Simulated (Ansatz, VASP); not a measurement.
**Two plane-wave programs on TaN**

File INCAR:

```
SYSTEM = TaN
PREC = Accurate ; ENCUT = 520
EDIFF = 1E-8 ; ISMEAR = -1
SIGMA = 0.01 ; LREAL = .FALSE.
LASPH = .TRUE. ; NELM = 100
ALGO = Normal ; ISIF = 2
LWAVE = .FALSE. ; LCHARG = .FALSE.
GGA = PE ; LEFG = .TRUE.
NBANDS = 33
```

Contents of KPOINTS:

```
regular mesh
0
G
  6 6 9
  0 0 0
```

POSCAR

```
TaN
1.0
    5.1960008669     -0.0519600087     -0.0519600087
   -2.6429991209      4.5258487531     -0.0190186832
   -0.0291100000     -0.0291100000      2.9110000000
Ta N
3 3
Direct
    0.3333333333      0.6666666667      0.5000000000
    0.6666666667      0.3333333333      0.5000000000
    0.0000000000      0.0000000000      0.0000000000
    0.3928500000      0.0000000000      0.0000000000
    0.6071500000      0.6071500000      0.0000000000
    0.0000000000      0.3928500000      0.0000000000
```

Input for Ansatz:

```yaml
crystal:
  lattice:
    - [5.1960008669, -0.0519600087, -0.0519600087]
    - [-2.6429991209, 4.5258487531, -0.0190186832]
    - [-0.02911, -0.02911, 2.911]
  atoms:
    - { symbol: Ta, position: [0.3333333333, 0.6666666667, 0.5] }
    - { symbol: Ta, position: [0.6666666667, 0.3333333333, 0.5] }
    - { symbol: Ta, position: [0.0, 0.0, 0.0] }
    - { symbol: "N", position: [0.39285, 0.0, 0.0] }
    - { symbol: "N", position: [0.60715, 0.60715, 0.0] }
    - { symbol: "N", position: [0.0, 0.39285, 0.0] }
kpoints:
  mp_grid: { grid: [6, 6, 9] }
scf:
  occupations: { method: fermi_dirac, width: 0.01 }
hamiltonian:
  xc: pbe
  pseudopotentials: { kind: paw }
output:
  forces: true
  stress: true
  eigenvalues: true
  efg: { contact_densities: true }
```

Change from the starting cell: equal xy, yz and zx shear strains of -2 %, PAW files.

Alike in both runs: task electric field gradients; functional PBE; k mesh 6 × 6 × 9; occupations fermi-dirac, width 0.01 eV; no spin polarisation.

|  | VASP | Ansatz |
| --- | --- | --- |
| version | VASP 6.6.1 | Ansatz 0.2.0 |
| potentials or method | VASP PAW PBE potentials, release 64 (Ta_pv, N) | PAW with Ansatz's default frozen-core files, scalar-relativistic |
| plane-wave cutoff (eV) | 520 | 420 |
| valence electrons in the cell | 48 | 54 |

Ansatz gave:

| Property | Result |
| --- | --- |
| pressure (GPa) | 5.3 |
| traceless stress, the component that is largest in VASP (GPa) | 4.10 |
| rms of the force components (eV/Å) | 0.117 |
| size of Vzz on the site where it differs most (V/Å²) | 138.7 |

Problem. Which values does VASP return?

Solution. Pressure (GPa): 6.1; traceless stress, the component that is largest in VASP (GPa): 4.12; rms of the force components (eV/Å): 0.121; size of Vzz on the site where it differs most (V/Å²): 178.1.

Atom by atom the forces differ by 0.005 eV/Å (rms over components). VASP's potentials hold 48 valence electrons a cell and Ansatz's 54, so a difference there can come from the potentials and not from the codes.

Neither program's run includes spin-orbit coupling.
